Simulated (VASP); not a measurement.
# PtS2 (n.A) in VASP: a series of runs

Runs on PtS2 (n.A). Level: PBE. Tasks: single point.

All numbers are computed with VASP 6.6.1; they aren't measurements. Logs are shortened: lines on timing, memory, paths and dates and some standing lists are left out, and cuts for length are marked.

## Step 1: The cell of the first run

The cell holds a sheet with vacuum, 3 atoms: a = 3.560 Å, b = 3.560 Å, c = 16.460 Å, α = 90.00°, β = 90.00°, γ = 120.00°.

## Step 2: Single point, PBE

INCAR reads:

```
SYSTEM = PtS2
PREC     = Accurate       ! precision mode
ENCUT    = 400            ! plane-wave cutoff, eV
EDIFF    = 1E-6           ! SCF threshold, eV
ISMEAR   = 0              ! smearing method
SIGMA    = 0.03           ! smearing width, eV
LREAL    = .False.        ! projectors in reciprocal space
LASPH    = .True.         ! aspherical terms in the spheres
NELM     = 120            ! most SCF steps
ALGO     = Normal         ! electronic algorithm
ISIF     = 2              ! what is computed and relaxed
LWAVE    = .False.        ! write WAVECAR
LCHARG   = .False.        ! write CHGCAR
LDIPOL   = .True.       
IDIPOL   = 3            
DIPOL    = 0.5 0.5 0.500
GGA      = PE             ! functional
NBANDS   = 18             ! bands
GGA_COMPAT= .False.      
NELMDL   = -8
```

KPOINTS reads:

```
regular mesh
0
Gamma
  12 12 1
  0 0 0
```

POSCAR reads:

```
PtS2
1.0
    3.5600000000      0.0000000000      0.0000000000
   -1.7800000000      3.0830504375      0.0000000000
    0.0000000000      0.0000000000     16.4600000000
S Pt
2 1
Direct
    0.3333330000      0.6666670000      0.4252733900
    0.6666670000      0.3333330000      0.5747266100
    0.0000000000      0.0000000000      0.5000000000
```

Potentials or basis: VASP PAW PBE potentials, release 64 (S, Pt).

Launch:

```
> cat potpaw_PBE.64/S/POTCAR potpaw_PBE.64/Pt/POTCAR > POTCAR
> mpirun -np 1 vasp_std > vasp.out
```

OUTCAR:

```text
SYSTEM = PtS2
   PREC = Accurate
   ENCUT = 400
   EDIFF = 1E-6
   ISMEAR = 0
   LREAL = .False.
   LASPH = .True.
   NELM = 120
   ISIF = 2
   GGA = PE
   NELMDL = -8

 ion  position               nearest neighbor table
   1  0.333  0.667  0.425-   3 2.40   3 2.40   3 2.40
   2  0.667  0.333  0.575-   3 2.40   3 2.40   3 2.40
   3  0.000  0.000  0.500-   1 2.40   2 2.40   2 2.40   1 2.40   2 2.40   1 2.40

  LATTYP: Found a hexagonal cell.
 ALAT       =     3.5600000000
 C/A-ratio  =     4.6235955056

  Lattice vectors:

 A1 = (   3.5600000000,   0.0000000000,   0.0000000000)
 A2 = (  -1.7800000000,   3.0830504375,   0.0000000000)
 A3 = (   0.0000000000,   0.0000000000,  16.4600000000)

Analysis of symmetry for initial positions (statically):
=====================================================================
 Subroutine PRICEL returns:
 Original cell was already a primitive cell.

 Routine SETGRP: Setting up the symmetry group for a
 hexagonal supercell.

 Subroutine GETGRP returns: Found 12 space group operations
 (whereof 12 operations were pure point group operations)
 out of a pool of 24 trial point group operations.

The static configuration has the point symmetry D_3d.

Analysis of symmetry for dynamics (positions and initial velocities):
=====================================================================
 Subroutine PRICEL returns:
 Original cell was already a primitive cell.

 Routine SETGRP: Setting up the symmetry group for a
 hexagonal supercell.

 Subroutine GETGRP returns: Found 12 space group operations
 (whereof 12 operations were pure point group operations)
 out of a pool of 24 trial point group operations.

The dynamic configuration has the point symmetry D_3d.

 Subroutine INISYM returns: Found 12 space group operations
 (whereof 12 operations are pure point group operations),
 and found     1 'primitive' translations

----------------------------------------------------------------------------------------

                                     Primitive cell

  volume of cell :     180.6594

  direct lattice vectors                    reciprocal lattice vectors
     3.560000000  0.000000000  0.000000000     0.280898876  0.162177042  0.000000000
    -1.780000000  3.083050437  0.000000000     0.000000000  0.324354084  0.000000000
     0.000000000  0.000000000 16.460000000     0.000000000  0.000000000  0.060753341

  length of vectors
     3.560000000  3.560000000 16.460000000     0.324354084  0.324354084  0.060753341

  position of ions in fractional coordinates (direct lattice)
     0.333333000  0.666667000  0.425273390
     0.666667000  0.333333000  0.574726610
     0.000000000  0.000000000  0.500000000

  ion indices of the primitive-cell ions
   primitive index   ion index
                 1           1
                 2           2
                 3           3

----------------------------------------------------------------------------------------

 KPOINTS: regular mesh

Automatic generation of k-mesh.
 Grid dimensions read from file:
 generate k-points for:   12   12    1

 Generating k-lattice:

  Cartesian coordinates                     Fractional coordinates (reciprocal lattice)
     0.023408240  0.013514753  0.000000000     0.083333333  0.000000000  0.000000000
     0.000000000  0.027029507  0.000000000     0.000000000  0.083333333  0.000000000
     0.000000000  0.000000000  0.060753341     0.000000000  0.000000000  1.000000000

  Length of vectors
     0.027029507  0.027029507  0.060753341

  Shift w.r.t. Gamma in fractional coordinates (k-lattice)
     0.000000000  0.000000000  0.000000000

 Subroutine IBZKPT returns following result:
 ===========================================

 Found     19 irreducible k-points:

 Following reciprocal coordinates:
            Coordinates               Weight
  0.000000  0.000000  0.000000      1.000000
  0.083333  0.000000  0.000000      6.000000
  0.166667  0.000000  0.000000      6.000000
  0.250000  0.000000  0.000000      6.000000
  0.333333  0.000000  0.000000      6.000000
  0.416667  0.000000  0.000000      6.000000
[... 11 lines left out ...]
  0.333333  0.250000  0.000000     12.000000
  0.333333  0.333333  0.000000      2.000000
   k-points           NKPTS =     19   k-points in BZ     NKDIM =     19   number of bands    NBANDS=     18
   number of dos      NEDOS =    301   number of ions     NIONS =      3
   total plane-waves  NPLWV =  62208
   dimension x,y,z NGX =    24 NGY =   24 NGZ =  108
   dimension x,y,z NGXF=    48 NGYF=   48 NGZF=  216
   ions per type =               2   1
   NGX,Y,Z   is equivalent  to a cutoff of  11.21, 11.21, 10.91 a.u.
   NGXF,Y,Z  is equivalent  to a cutoff of  22.42, 22.42, 21.82 a.u.
 SYSTEM =  PtS2
   PREC   = accura    normal or accurate (medium, high low for compatibility)
   ISTART =      0    job   : 0-new  1-cont  2-samecut
   ICHARG =      2    charge: 1-file 2-atom 10-const
   ISPIN  =      1    spin polarized calculation?
   LNONCOLLINEAR =      F non collinear calculations
   LSORBIT =      F    spin-orbit coupling
   LASPH  =      T    aspherical Exc in radial PAW
   ENCUT  =  400.0 eV  29.40 Ry    5.42 a.u.   5.81  5.81 26.84*2*pi/ulx,y,z
   NELM   =    120;   NELMIN=  2; NELMDL= -8     # of ELM steps
   EDIFF  = 0.1E-05   stopping-criterion for ELM
   LREAL  =      F    real-space projection
   EDIFFG = 0.1E-04   stopping-criterion for IOM
   NSW    =      0    number of steps for IOM
   IBRION =     -1    ionic relax: 0-MD 1-quasi-New 2-CG
   NFREE  =      0    steps in history (QN), initial steepest desc. (CG)
   ISIF   =      2    stress and relaxation
   ISYM   =      2    0-nonsym 1-usesym 2-fastsym
   POTIM  = 0.5000    time-step for ionic-motion
   TEBEG  =    0.0;   TEEND  =   0.0 temperature during run
   PSTRESS=    0.0 pullay stress
   NELECT =      22.0000    total number of electrons
   NUPDOWN=      -1.0000    fix difference up-down
   EMIN   =  10.00;   EMAX   =-10.00  energy-range for DOS
   EFERMI =   0.00;   METHOD = LEGACY
   ISMEAR =     0;   SIGMA  =   0.03  broadening in eV -4-tet -1-fermi 0-gaus
   EFERMI_NEDOS =   21; number of points for ismear=-14 and -15
   IALGO  =     38    algorithm
   IMIX   =      4    mixing-type and parameters
     AMIX     =   0.40;   BMIX     =  1.00
     AMIX_MAG =   1.60;   BMIX_MAG =  1.00
  volume/ion in A,a.u.               =      60.22       406.38
  Fermi-wavevector in a.u.,A,eV,Ry     =   0.811451  1.533420  8.958791  0.658453
  Thomas-Fermi vector in A             =   1.920813
   LORBIT       =      0    0 simple, 1 ext, 2 COOP (PROOUT), +10 PAW based schemes
   GGA     = PE    functional components
   LHFCALC =     F    Hartree Fock is set to
   AEXX    =    0.0000 exact exchange contribution
   IVDW    =     0    specifies the selected vdW correction
   LEPSILON=     F    determine dielectric tensor
   LRPA    =     F    only Hartree local field effects (RPA)
 non-spin polarized calculation
 Gauss-broadening in eV      SIGMA  =   0.03
  energy-cutoff  :      400.00
  volume of cell :      180.66
 maximum number of plane-waves:      3302
 NGX is ok and might be reduce to    24
   NGX = 11   NGY = 11   NGZ = 53

 dipolmoment           0.000000      0.000000     -0.000000 electrons x Angstroem

 number of electron      21.9999994 magnetization

 dipolmoment           0.000000      0.000000      0.000000 electrons x Angstroem

 Free energy of the ion-electron system (eV)
  ---------------------------------------------------
  ext. energy  EPLUGINS =         0.00000000
  ---------------------------------------------------
  free energy    TOTEN  =       -15.45708984 eV

  energy without entropy =      -15.45708984  energy(sigma->0) =      -15.45708984

 E-fermi :  -2.4650     XC(G=0):  -3.9711

 val. band max:       -2.6361824315   @ k =   0.1667   0.1667   0.0000
 cond. band min:      -0.8381680550   @ k =   0.2500   0.0000   0.0000
 fundamental gap:      1.7980143765
 Fermi energy:        -2.4650210104

 k-point     1 :       0.0000    0.0000    0.0000
  band No.  band energies     occupation
      1     -16.6465      2.00000
      2     -14.4215      2.00000
      3      -8.1819      2.00000
      4      -8.1819      2.00000
      5      -7.8383      2.00000
      6      -5.4968      2.00000
[... 10 lines left out ...]
     17       3.9365      0.00000
     18       5.3378      0.00000

 k-point     2 :       0.0833    0.0000    0.0000
  band No.  band energies     occupation
      1     -16.5602      2.00000
      2     -14.4418      2.00000
      3      -8.1721      2.00000
      4      -8.1273      2.00000
      5      -7.7596      2.00000
      6      -5.6295      2.00000
[... 10 lines left out ...]
     17       4.1028      0.00000
     18       5.3351      0.00000

 k-point     3 :       0.1667    0.0000    0.0000
  band No.  band energies     occupation
      1     -16.3120      2.00000
      2     -14.4977      2.00000
      3      -8.1267      2.00000
      4      -7.9810      2.00000
      5      -7.5375      2.00000
      6      -6.0671      2.00000
[... 10 lines left out ...]
     17       4.5811      0.00000
     18       5.3249      0.00000

 k-point     4 :       0.2500    0.0000    0.0000
  band No.  band energies     occupation
      1     -15.9372      2.00000
      2     -14.5739      2.00000
      3      -8.0488      2.00000
      4      -7.7992      2.00000
      5      -7.2845      2.00000
      6      -6.6524      2.00000
[... 270 lines left out ...]
      4      -7.7244      2.00000
      5      -7.1959      2.00000
      6      -6.3595      2.00000
[... 10 lines left out ...]
     17       6.8624      0.00000
     18       6.9182      0.00000

 k-point    18 :       0.3333    0.2500    0.0000
  band No.  band energies     occupation
      1     -14.8170      2.00000
      2     -14.7293      2.00000
      3      -8.3108      2.00000
      4      -7.7543      2.00000
      5      -7.2942      2.00000
      6      -6.1673      2.00000
[... 10 lines left out ...]
     17       6.7194      0.00000
     18       7.1563      0.00000

 k-point    19 :       0.3333    0.3333    0.0000
  band No.  band energies     occupation
      1     -14.7392      2.00000
      2     -14.7392      2.00000
      3      -7.9894      2.00000
      4      -7.7702      2.00000
      5      -7.7702      2.00000
      6      -6.0736      2.00000
[... 10 lines left out ...]
     17       6.7904      0.00000
     18       6.8498      0.00000

------------------------ aborting loop because EDIFF is reached ----------------------------------------

 vacuum level on the upper side and lower side of the slab       (xc-potential included)        -0.198        -0.198

  FORCE on cell =-STRESS in cart. coord.  units (eV):
  Direction    XX          YY          ZZ          XY          YZ          ZX
  --------------------------------------------------------------------------------------
  -------------------------------------------------------------------------------------
  Total        0.3295081      0.3295081      0.1026146      0.0000000      0.0000000      0.0000000
  in kB        2.9222419      2.9222419      0.9100372      0.0000000      0.0000000      0.0000000
  external PRESSURE =       2.2515070 kB  Pullay stress =       0.0000000 kB

 VOLUME and BASIS-vectors are now :
 -----------------------------------------------------------------------------
  energy-cutoff  :      400.00
  volume of cell :      180.66
      direct lattice vectors                 reciprocal lattice vectors
     3.560000000  0.000000000  0.000000000     0.280898876  0.162177042  0.000000000
    -1.780000000  3.083050437  0.000000000     0.000000000  0.324354084  0.000000000
     0.000000000  0.000000000 16.460000000     0.000000000  0.000000000  0.060753341

 POSITION                                       TOTAL-FORCE (eV/Angst)
 -----------------------------------------------------------------------------------
     -0.00000      2.05537      7.00000         0.000000      0.000000     -0.047986
      1.78000      1.02768      9.46000        -0.000000      0.000000      0.047986
      0.00000      0.00000      8.23000         0.000000      0.000000      0.000000
 -----------------------------------------------------------------------------------
    total drift:                                0.000000      0.000000      0.000000

  FREE ENERGIE OF THE ION-ELECTRON SYSTEM (eV)
  ---------------------------------------------------
  free  energy   TOTEN  =       -15.4570898366 eV

  energy  without entropy=      -15.4570898366  energy(sigma->0) =      -15.45708984

 vacuum level on the upper side and lower side of the slab         3.514         3.514
```

It took 22 s on 1 thread of Intel Xeon 6975P-C (Granite Rapids), shared host; peak memory 0.24 GiB.

Results:

| Property | Result |
| --- | --- |
| Free energy | -15.4571 eV |
| Largest force | 0.048 eV/Å |
| Band gap on the k mesh | 1.80 eV, indirect (least direct gap 1.94 eV) |

Forces on the atoms (eV/Å):
```
S    0.000  0.000 -0.048
S    0.000  0.000  0.048
Pt   0.000  0.000  0.000
```

Caveat: spin-orbit coupling is left out, which moves the levels of the heavy elements.

## Step 3: Single point, PBE

This run uses another cell than the first one, of 105.98 Å³/atom, 1.760 times its volume.

INCAR reads:

```
SYSTEM = PtS2
  ALGO = Normal
  DIPOL = 0.5 0.5 0.287
  EDIFF = 1E-6
  ENCUT = 400
  GGA = PE
  GGA_COMPAT = .FALSE.
  IDIPOL = 3
  ISIF = 2
  ISMEAR = 0
  LASPH = .TRUE.
  LCHARG = .FALSE.
  LDIPOL = .TRUE.
  LREAL = .FALSE.
  LWAVE = .FALSE.
  NBANDS = 18
  NELM = 120
  NELMDL = -8
  PREC = Accurate
  SIGMA = 0.03
```

KPOINTS reads:

```
k-points
0
G
  12 12 1
  0 0 0
```

POSCAR reads:

```
PtS2
1.0
    3.5753147137      0.0000000000      0.0000000000
   -1.7876573569      3.0963133686      0.0000000000
    0.0000000000      0.0000000000     28.7200000024
S Pt
2 1
Direct
    0.3333333333      0.6666666667      0.2437906181
    0.6666666667      0.3333333333      0.3293291590
    0.0000000000      0.0000000000      0.2865598886
```

Potentials or basis: VASP PAW PBE potentials, release 64 (S, Pt).

Launch:

```
> cat potpaw_PBE.64/S/POTCAR potpaw_PBE.64/Pt/POTCAR > POTCAR
> mpirun -np 1 vasp_std > vasp.out
```

It took 43 s on 1 thread of Intel Xeon 6975P-C (Granite Rapids), shared host; peak memory 0.34 GiB.

Results (log left out):

```yaml
Free_energy: -15.4578 eV
Largest_force: 0.037 eV/Å
Band_gap_on_the_k_mesh: 1.77 eV, indirect (least direct gap 1.92 eV)
```

Forces on the atoms (eV/Å):
```
S    0.000  0.000  0.037
S    0.000  0.000 -0.037
Pt   0.000  0.000  0.000
```

Levels at points of the mesh, in eV from the valence-band top:
```csv
k point,band 9,band 10,band 11,band 12,band 13,band 14
"(0.00, 0.00, 0.00)",-0.65,-0.28,-0.28,3.19,3.19,5.40
"(0.50, 0.00, 0.00)",-2.00,-1.68,-1.37,2.79,2.98,5.53
```

Caveat: spin-orbit coupling is left out, which moves the levels of the heavy elements.
